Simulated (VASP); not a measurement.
Input of a VASP 6.6.1 run:

File INCAR:

```
SYSTEM = WS2
  ALGO = Normal
  BPARAM = 11.95
  CPARAM = 0.0093
  EDIFF = 1E-6
  EFERMI = MIDGAP
  ENCUT = 340
  GGA_COMPAT = .FALSE.
  ISIF = 2
  ISMEAR = 0
  IVDW_NL = 2
  KPAR = 4
  LASPH = .TRUE.
  LCHARG = .FALSE.
  LMIXTAU = .TRUE.
  LREAL = .FALSE.
  LUSE_VDW = .TRUE.
  LWAVE = .FALSE.
  METAGGA = R2SCAN
  NBANDS = 24
  NELM = 120
  PREC = Accurate
  SIGMA = 0.03
```

KPOINTS

```
Automatic mesh
0
Gamma
  8 8 8
  0 0 0
```

POSCAR

```
WS2
1.0
    1.5790000000      0.9116360751      6.1017000000
   -1.5790000000      0.9116360751      6.1017000000
    0.0000000000     -1.8232721501      6.1017000000
W S
1 2
Direct
    0.0000000000      0.0000000000      0.0000000000
    0.5810000000      0.5810000000      0.5810000000
    0.7530041600      0.7530041600      0.7530041600
```

Potentials or basis: VASP PAW PBE potentials, release 64 (W_sv, S).

Launch:

```sh
$ cat potpaw_PBE.64/W_sv/POTCAR potpaw_PBE.64/S/POTCAR > POTCAR
$ mpirun -np 4 vasp_std > vasp.out
```

Estimate the largest force.

0.306 eV/Å.

What does it give for the pressure?

0.8 GPa.

Forces on the atoms (eV/Å):
```
W    0.000  0.000  0.224
S    0.000  0.000  0.082
S    0.000  0.000 -0.306
```

Caveat: the cell differs from its parent crystal (last atom moved by 0.05 Å along z, cell strained by -1.0% along z); the PAW data sets were made with another functional, which shifts forces and pressure a little; spin-orbit coupling is left out, which moves the levels of the heavy elements.
